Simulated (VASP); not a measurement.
# Mo3Pt (Pm-3m) in VASP: further runs

Runs on Mo3Pt. Level: LDA. Tasks: single point.

Program: VASP 6.6.1. These are calculated values, not measurements. Logs are shortened: lines on timing, memory, paths and dates and some standing lists are left out, and cuts for length are marked.

## Step 1: The cell of the first run

It takes space group Pm-3m (No. 221, cubic). Conventional cell: a = 3.974 Å, b = 3.974 Å, c = 3.974 Å, α = 90.00°, β = 90.00°, γ = 90.00°. Within 3.7 Å of Mo (site symmetry 4/mmm) lie 8 Mo at 2.81 Å and 4 Pt at 2.81 Å. Pt (site symmetry m-3m) has 12 Mo at 2.81 Å within 3.7 Å.

## Step 2: Single point, LDA

Contents of INCAR:

```
SYSTEM = Mo3Pt
PREC     = Accurate       ! precision mode
ENCUT    = 520            ! plane-wave cutoff, eV
EDIFF    = 1E-7           ! SCF threshold, eV
ISMEAR   = 1              ! smearing method
SIGMA    = 0.1            ! smearing width, eV
LREAL    = .FALSE.        ! projectors in reciprocal space
LASPH    = .TRUE.         ! aspherical terms in the spheres
NELM     = 60             ! most SCF steps
ALGO     = Normal         ! electronic algorithm
ISIF     = 2              ! what is computed and relaxed
LWAVE    = .FALSE.        ! write WAVECAR
LCHARG   = .FALSE.        ! write CHGCAR
GGA      = CA             ! functional
NBANDS   = 34             ! bands
```

Contents of KPOINTS:

```
regular mesh
0
G
  2 2 2
  0 0 0
```

Contents of POSCAR:

```
Mo3Pt
1.0
    3.9739840000      0.0000000000      0.0000000000
    0.0000000000      3.9739840000      0.0000000000
    0.0000000000      0.0000000000      3.9739840000
Mo Pt
3 1
Direct
    0.0000000000      0.5000000000      0.5000000000
    0.5000000000      0.0000000000      0.5000000000
    0.5000000000      0.5000000000      0.0000000000
    0.0000000000      0.0000000000      0.0000000000
```

Potentials or basis: VASP PAW LDA potentials, release 64 (Mo_sv, Pt).

Run with:

```
> cat potpaw_LDA.64/Mo_sv/POTCAR potpaw_LDA.64/Pt/POTCAR > POTCAR
> mpirun -np 1 vasp_std > vasp.out
```

OUTCAR:

```text
SYSTEM = Mo3Pt
   PREC = Accurate
   ENCUT = 520
   EDIFF = 1E-7
   ISMEAR = 1
   LREAL = .FALSE.
   LASPH = .TRUE.
   NELM = 60
   ISIF = 2
   GGA = CA

 ion  position               nearest neighbor table
   1  0.000  0.500  0.500-   2 2.81   3 2.81   4 2.81   3 2.81   4 2.81   2 2.81   4 2.81   4 2.81
                             2 2.81   3 2.81   3 2.81   2 2.81
   2  0.500  0.000  0.500-   1 2.81   3 2.81   4 2.81   3 2.81   4 2.81   1 2.81   3 2.81   3 2.81
                             1 2.81   4 2.81   4 2.81   1 2.81
   3  0.500  0.500  0.000-   1 2.81   2 2.81   4 2.81   1 2.81   2 2.81   2 2.81   4 2.81   2 2.81
                             1 2.81   4 2.81   1 2.81   4 2.81
   4  0.000  0.000  0.000-   1 2.81   2 2.81   3 2.81   1 2.81   2 2.81   1 2.81   3 2.81   1 2.81
                             2 2.81   3 2.81   2 2.81   3 2.81

  LATTYP: Found a simple cubic cell.
 ALAT       =     3.9739840000

  Lattice vectors:

 A1 = (   3.9739840000,   0.0000000000,   0.0000000000)
 A2 = (   0.0000000000,   3.9739840000,   0.0000000000)
 A3 = (   0.0000000000,   0.0000000000,   3.9739840000)

Analysis of symmetry for initial positions (statically):
=====================================================================
 Subroutine PRICEL returns:
 Original cell was already a primitive cell.

 Routine SETGRP: Setting up the symmetry group for a
 simple cubic supercell.

 Subroutine GETGRP returns: Found 48 space group operations
 (whereof 48 operations were pure point group operations)
 out of a pool of 48 trial point group operations.

The static configuration has the point symmetry O_h .

Analysis of symmetry for dynamics (positions and initial velocities):
=====================================================================
 Subroutine PRICEL returns:
 Original cell was already a primitive cell.

 Routine SETGRP: Setting up the symmetry group for a
 simple cubic supercell.

 Subroutine GETGRP returns: Found 48 space group operations
 (whereof 48 operations were pure point group operations)
 out of a pool of 48 trial point group operations.

The dynamic configuration has the point symmetry O_h .

 Subroutine INISYM returns: Found 48 space group operations
 (whereof 48 operations are pure point group operations),
 and found     1 'primitive' translations

----------------------------------------------------------------------------------------

                                     Primitive cell

[... 73 lines left out ...]
   EDIFF  = 0.1E-06   stopping-criterion for ELM
   LREAL  =      F    real-space projection
   EDIFFG = 0.1E-05   stopping-criterion for IOM
   NSW    =      0    number of steps for IOM
   IBRION =     -1    ionic relax: 0-MD 1-quasi-New 2-CG
   NFREE  =      0    steps in history (QN), initial steepest desc. (CG)
   ISIF   =      2    stress and relaxation
   ISYM   =      2    0-nonsym 1-usesym 2-fastsym
   POTIM  = 0.5000    time-step for ionic-motion
   TEBEG  =    0.0;   TEEND  =   0.0 temperature during run
   PSTRESS=    0.0 pullay stress
   NELECT =      52.0000    total number of electrons
   NUPDOWN=      -1.0000    fix difference up-down
   EMIN   =  10.00;   EMAX   =-10.00  energy-range for DOS
   EFERMI =   0.00;   METHOD = LEGACY
   ISMEAR =     1;   SIGMA  =   0.10  broadening in eV -4-tet -1-fermi 0-gaus
   EFERMI_NEDOS =   21; number of points for ismear=-14 and -15
   IALGO  =     38    algorithm
   IMIX   =      4    mixing-type and parameters
     AMIX     =   0.40;   BMIX     =  1.00
     AMIX_MAG =   1.60;   BMIX_MAG =  1.00
  volume/ion in A,a.u.               =      15.69       105.88
  Fermi-wavevector in a.u.,A,eV,Ry     =   1.537623  2.905686 32.168038  2.364284
  Thomas-Fermi vector in A             =   2.644106
   LORBIT       =      0    0 simple, 1 ext, 2 COOP (PROOUT), +10 PAW based schemes
   GGA     = CA    functional components
   LHFCALC =     F    Hartree Fock is set to
   AEXX    =    0.0000 exact exchange contribution
   IVDW    =     0    specifies the selected vdW correction
   LEPSILON=     F    determine dielectric tensor
   LRPA    =     F    only Hartree local field effects (RPA)
 non-spin polarized calculation
 Methfessel and Paxton  Order N= 1 SIGMA  =   0.10
  energy-cutoff  :      520.00
  volume of cell :       62.76
 maximum number of plane-waves:      1743
 NGX is ok and might be reduce to    30
   NGX = 15   NGY = 15   NGZ = 15

 number of electron      52.0000019 magnetization

 Free energy of the ion-electron system (eV)
  ---------------------------------------------------
  ext. energy  EPLUGINS =         0.00000000
  ---------------------------------------------------
  free energy    TOTEN  =       -42.82982409 eV

  energy without entropy =      -42.79975307  energy(sigma->0) =      -42.81980042

 E-fermi :  12.2589     XC(G=0): -13.5233

 val. band max:       12.2173842165   @ k =   0.5000   0.5000   0.0000
 cond. band min:      12.2826194094   @ k =   0.5000   0.5000   0.0000
 fundamental gap:      0.0652351928
 Fermi energy:        12.2589210904

 k-point     1 :       0.0000    0.0000    0.0000
  band No.  band energies     occupation
      1     -48.5568      2.00000
      2     -48.3073      2.00000
      3     -48.3073      2.00000
      4     -23.1837      2.00000
      5     -23.1837      2.00000
      6     -23.1837      2.00000
[... 137 lines left out ...]
     33      14.6207      0.00000
     34      15.8946      0.00000

------------------------ aborting loop because EDIFF is reached ----------------------------------------

  FORCE on cell =-STRESS in cart. coord.  units (eV):
  Direction    XX          YY          ZZ          XY          YZ          ZX
  --------------------------------------------------------------------------------------
  -------------------------------------------------------------------------------------
  Total       -3.6288105     -3.6288105     -3.6288105      0.0000000      0.0000000      0.0000000
  in kB      -92.6395693    -92.6395693    -92.6395693      0.0000000      0.0000000      0.0000000
  external PRESSURE =     -92.6395693 kB  Pullay stress =       0.0000000 kB

 VOLUME and BASIS-vectors are now :
 -----------------------------------------------------------------------------
  energy-cutoff  :      520.00
  volume of cell :       62.76
      direct lattice vectors                 reciprocal lattice vectors
     3.973984000  0.000000000  0.000000000     0.251636645  0.000000000  0.000000000
     0.000000000  3.973984000  0.000000000     0.000000000  0.251636645  0.000000000
     0.000000000  0.000000000  3.973984000     0.000000000  0.000000000  0.251636645

 POSITION                                       TOTAL-FORCE (eV/Angst)
 -----------------------------------------------------------------------------------
      0.00000      1.98699      1.98699         0.000000      0.000000      0.000000
      1.98699      0.00000      1.98699         0.000000      0.000000      0.000000
      1.98699      1.98699      0.00000         0.000000      0.000000      0.000000
      0.00000      0.00000      0.00000         0.000000      0.000000      0.000000
 -----------------------------------------------------------------------------------
    total drift:                                0.000000      0.000000     -0.000000

  FREE ENERGIE OF THE ION-ELECTRON SYSTEM (eV)
  ---------------------------------------------------
  free  energy   TOTEN  =       -42.8298240940 eV

  energy  without entropy=      -42.7997530705  energy(sigma->0) =      -42.81980042
```

OSZICAR:

```text
N       E                     dE             d eps       ncg     rms          rms(c)
DAV:   1     0.592460816888E+03    0.59246E+03   -0.31222E+04   280   0.157E+03
DAV:   2    -0.280564295123E+02   -0.62052E+03   -0.60515E+03   298   0.495E+02
DAV:   3    -0.454651302581E+02   -0.17409E+02   -0.16811E+02   326   0.840E+01
DAV:   4    -0.456677994875E+02   -0.20267E+00   -0.19971E+00   310   0.814E+00
DAV:   5    -0.456698344890E+02   -0.20350E-02   -0.20348E-02   302   0.846E-01    0.266E+01
DAV:   6    -0.433792006452E+02    0.22906E+01   -0.69233E+00   284   0.170E+01    0.988E+00
DAV:   7    -0.433096833672E+02    0.69517E-01   -0.32105E+00   272   0.117E+01    0.537E+00
DAV:   8    -0.428901552615E+02    0.41953E+00   -0.27849E+00   276   0.578E+00    0.310E+00
DAV:   9    -0.428614165773E+02    0.28739E-01   -0.21940E-02   304   0.949E-01    0.249E+00
DAV:  10    -0.428344199631E+02    0.26997E-01   -0.10035E-01   274   0.195E+00    0.739E-01
DAV:  11    -0.428308409982E+02    0.35790E-02   -0.13202E-02   286   0.769E-01    0.280E-01
DAV:  12    -0.428298335573E+02    0.10074E-02   -0.97205E-04   290   0.265E-01    0.563E-02
DAV:  13    -0.428298259839E+02    0.75735E-05   -0.47791E-05   322   0.409E-02    0.198E-02
DAV:  14    -0.428298242487E+02    0.17352E-05   -0.52852E-06   274   0.154E-02    0.343E-03
DAV:  15    -0.428298240980E+02    0.15067E-06   -0.29683E-07   246   0.317E-03    0.118E-03
DAV:  16    -0.428298240940E+02    0.39590E-08   -0.18535E-08   136   0.951E-04
   1 F= -.42829824E+02 E0= -.42819800E+02  d E =-.300710E-01
```

It took 8.8 s on 1 thread of Intel Xeon Platinum 8488C (Sapphire Rapids), shared host; peak memory 0.14 GiB.

Results:

```
Free energy            : -42.8298 eV
Pressure               : -9.3 GPa
Band gap on the k mesh : zero (band 26 reaches 14.58 eV, above the bottom of band 27 at 12.22 eV)
```

Caveat: the k points lie up to 0.79 Å⁻¹ apart; spin-orbit coupling is left out, which moves the levels of the heavy elements.

## Step 3: Single point, LDA

Contents of INCAR:

```
SYSTEM = Mo3Pt
PREC     = Accurate       ! precision mode
ENCUT    = 520            ! plane-wave cutoff, eV
EDIFF    = 1E-6           ! SCF threshold, eV
ISMEAR   = 1              ! smearing method
SIGMA    = 0.1            ! smearing width, eV
LREAL    = .False.        ! projectors in reciprocal space
LASPH    = .True.         ! aspherical terms in the spheres
NELM     = 80             ! most SCF steps
ALGO     = Normal         ! electronic algorithm
ISIF     = 2              ! what is computed and relaxed
LWAVE    = .False.        ! write WAVECAR
LCHARG   = .False.        ! write CHGCAR
NBANDS   = 34             ! bands
```

Contents of KPOINTS:

```
regular mesh
0
Gamma
  3 3 3
  0 0 0
```

POSCAR is that of step 2.

Potentials or basis: VASP PAW LDA potentials, release 64 (Mo_sv, Pt).

Run with:

```
> cat potpaw_LDA.64/Mo_sv/POTCAR potpaw_LDA.64/Pt/POTCAR > POTCAR
> mpirun -np 1 vasp_std > vasp.out
```

Wall time 7.1 s (1 thread of Intel Xeon Platinum 8488C (Sapphire Rapids), shared host); peak memory 0.14 GiB.

The run converged. Its results:

| Item | Value |
| --- | --- |
| Free energy | -44.5338 eV |
| Pressure | -14.3 GPa |
| Band gap on the k mesh | zero (band 26 reaches 14.44 eV, above the bottom of band 27 at 11.14 eV) |

Levels at points of the mesh, in eV from the Fermi level:
| k point | band 21 | band 22 | band 23 | band 24 | band 25 | band 26 | band 27 | band 28 | band 29 | band 30 |
| --- | --- | --- | --- | --- | --- | --- | --- | --- | --- | --- |
| (0.00, 0.00, 0.00) | -1.64 | -1.64 | 0.37 | 0.37 | 2.89 | 2.89 | 2.89 | 3.18 | 3.18 | 3.49 |

Caveat: the k points lie up to 0.53 Å⁻¹ apart; spin-orbit coupling is left out, which moves the levels of the heavy elements.

## Step 4: Single point, LDA

Contents of INCAR:

```
SYSTEM = Mo3Pt
  PREC = Accurate
  ENCUT = 520
  EDIFF = 1E-7
  ISMEAR = 1
  SIGMA = 0.1
  LREAL = .FALSE.
  LASPH = .TRUE.
  NELM = 60
  ALGO = Normal
  ISIF = 2
  LWAVE = .FALSE.
  LCHARG = .FALSE.
  GGA = CA
  NBANDS = 34
```

Contents of KPOINTS:

```
Automatic mesh
0
G
  4 4 4
  0 0 0
```

POSCAR is that of step 3.

Potentials or basis: VASP PAW LDA potentials, release 64 (Mo_sv, Pt).

Run with:

```
> cat potpaw_LDA.64/Mo_sv/POTCAR potpaw_LDA.64/Pt/POTCAR > POTCAR
> mpirun -np 1 vasp_std > vasp.out
```

OUTCAR:

```text
SYSTEM = Mo3Pt
   PREC = Accurate
   ENCUT = 520
   EDIFF = 1E-7
   ISMEAR = 1
   LREAL = .FALSE.
   LASPH = .TRUE.
   NELM = 60
   ISIF = 2
   GGA = CA

 ion  position               nearest neighbor table
   1  0.000  0.500  0.500-   2 2.81   3 2.81   4 2.81   3 2.81   4 2.81   2 2.81   4 2.81   4 2.81
                             2 2.81   3 2.81   3 2.81   2 2.81
   2  0.500  0.000  0.500-   1 2.81   3 2.81   4 2.81   3 2.81   4 2.81   1 2.81   3 2.81   3 2.81
                             1 2.81   4 2.81   4 2.81   1 2.81
   3  0.500  0.500  0.000-   1 2.81   2 2.81   4 2.81   1 2.81   2 2.81   2 2.81   4 2.81   2 2.81
                             1 2.81   4 2.81   1 2.81   4 2.81
   4  0.000  0.000  0.000-   1 2.81   2 2.81   3 2.81   1 2.81   2 2.81   1 2.81   3 2.81   1 2.81
                             2 2.81   3 2.81   2 2.81   3 2.81

  LATTYP: Found a simple cubic cell.
 ALAT       =     3.9739840000

  Lattice vectors:

 A1 = (   3.9739840000,   0.0000000000,   0.0000000000)
 A2 = (   0.0000000000,   3.9739840000,   0.0000000000)
 A3 = (   0.0000000000,   0.0000000000,   3.9739840000)

Analysis of symmetry for initial positions (statically):
=====================================================================
 Subroutine PRICEL returns:
 Original cell was already a primitive cell.
[... 164 lines left out ...]
 fundamental gap:      0.1649369818
 Fermi energy:        11.7903755381

 k-point     1 :       0.0000    0.0000    0.0000
  band No.  band energies     occupation
      1     -48.8098      2.00000
      2     -48.5627      2.00000
      3     -48.5627      2.00000
      4     -23.4145      2.00000
      5     -23.4145      2.00000
      6     -23.4145      2.00000
[... 359 lines left out ...]
     33      14.4929      0.00000
     34      15.6963      0.00000

------------------------ aborting loop because EDIFF is reached ----------------------------------------

  FORCE on cell =-STRESS in cart. coord.  units (eV):
  Direction    XX          YY          ZZ          XY          YZ          ZX
  --------------------------------------------------------------------------------------
  -------------------------------------------------------------------------------------
  Total       -5.3297446     -5.3297446     -5.3297446      0.0000000      0.0000000     -0.0000000
  in kB     -136.0625594   -136.0625594   -136.0625594      0.0000000      0.0000000     -0.0000000
  external PRESSURE =    -136.0625594 kB  Pullay stress =       0.0000000 kB

 VOLUME and BASIS-vectors are now :
 -----------------------------------------------------------------------------
  energy-cutoff  :      520.00
  volume of cell :       62.76
      direct lattice vectors                 reciprocal lattice vectors
     3.973984000  0.000000000  0.000000000     0.251636645  0.000000000  0.000000000
     0.000000000  3.973984000  0.000000000     0.000000000  0.251636645  0.000000000
     0.000000000  0.000000000  3.973984000     0.000000000  0.000000000  0.251636645

 POSITION                                       TOTAL-FORCE (eV/Angst)
 -----------------------------------------------------------------------------------
      0.00000      1.98699      1.98699         0.000000      0.000000      0.000000
      1.98699      0.00000      1.98699         0.000000      0.000000      0.000000
      1.98699      1.98699      0.00000         0.000000      0.000000      0.000000
      0.00000      0.00000      0.00000         0.000000      0.000000      0.000000
 -----------------------------------------------------------------------------------
    total drift:                                0.000000      0.000000     -0.000000

  FREE ENERGIE OF THE ION-ELECTRON SYSTEM (eV)
  ---------------------------------------------------
  free  energy   TOTEN  =       -44.2807175124 eV

  energy  without entropy=      -44.2783176462  energy(sigma->0) =      -44.27991756
```

Run time: 15 s. Hardware: 1 thread of Intel Xeon Platinum 8488C (Sapphire Rapids), shared host; peak memory 0.15 GiB.

Results:

```
Free energy            : -44.2807 eV
Pressure               : -13.6 GPa
Band gap on the k mesh : zero (band 26 reaches 14.45 eV, above the bottom of band 27 at 10.88 eV)
```

Levels at points of the mesh, in eV from the Fermi level:
| k point | band 23 | band 24 | band 25 | band 26 | band 27 | band 28 | band 29 | band 30 |
| --- | --- | --- | --- | --- | --- | --- | --- | --- |
| (0.00, 0.00, 0.00) | 0.17 | 0.17 | 2.66 | 2.66 | 2.66 | 2.97 | 2.97 | 3.24 |
| (0.50, 0.00, 0.00) | -2.31 | -0.22 | -0.07 | -0.07 | 0.56 | 0.87 | 0.98 | 0.98 |
| (0.50, 0.50, 0.00) | -2.06 | -2.06 | -1.97 | 0.27 | 0.27 | 0.37 | 0.37 | 0.37 |
| (0.50, 0.50, 0.50) | -1.13 | -1.13 | 0.70 | 0.70 | 0.70 | 1.65 | 2.39 | 2.39 |

Caveat: the k points lie up to 0.40 Å⁻¹ apart; spin-orbit coupling is left out, which moves the levels of the heavy elements.

## Step 5: Single point, LDA

Contents of INCAR:

```
PREC     = Accurate       # precision mode
ENCUT    = 520            # plane-wave cutoff, eV
EDIFF    = 1E-6           # SCF threshold, eV
ISMEAR   = 1              # smearing method
SIGMA    = 0.1            # smearing width, eV
LREAL    = F              # projectors in reciprocal space
LASPH    = T              # aspherical terms in the spheres
NELM     = 60             # most SCF steps
ALGO     = Normal         # electronic algorithm
ISIF     = 2              # what is computed and relaxed
LWAVE    = F              # write WAVECAR
LCHARG   = F              # write CHGCAR
GGA      = CA             # functional
NBANDS   = 34             # bands
```

Contents of KPOINTS:

```
regular mesh
0
Gamma
  6 6 6
```

POSCAR is that of step 4.

Run with:

```
> cat potpaw_LDA.64/Mo_sv/POTCAR potpaw_LDA.64/Pt/POTCAR > POTCAR
> mpirun -np 1 vasp_std > vasp.out
```

Run time: 27 s. Hardware: 1 thread of Intel Xeon Platinum 8488C (Sapphire Rapids), shared host; peak memory 0.17 GiB.

The run converged. Its results:

| Quantity | Value |
| --- | --- |
| Free energy | -44.2119 eV |
| Pressure | -13.8 GPa |
| Band gap on the k mesh | zero (band 26 reaches 14.47 eV, above the bottom of band 27 at 11.10 eV) |

Levels at points of the mesh, in eV from the Fermi level:
| k point | band 23 | band 24 | band 25 | band 26 | band 27 | band 28 |
| --- | --- | --- | --- | --- | --- | --- |
| (0.00, 0.00, 0.00) | 0.36 | 0.36 | 2.85 | 2.85 | 2.85 | 3.11 |
| (0.50, 0.00, 0.00) | -2.14 | -0.04 | 0.07 | 0.07 | 0.68 | 1.06 |
| (0.50, 0.50, 0.00) | -1.88 | -1.88 | -1.87 | 0.42 | 0.42 | 0.52 |
| (0.50, 0.50, 0.50) | -0.96 | -0.96 | 0.90 | 0.90 | 0.90 | 1.74 |

Caveat: spin-orbit coupling is left out, which moves the levels of the heavy elements.

[end of part 1 of 2]
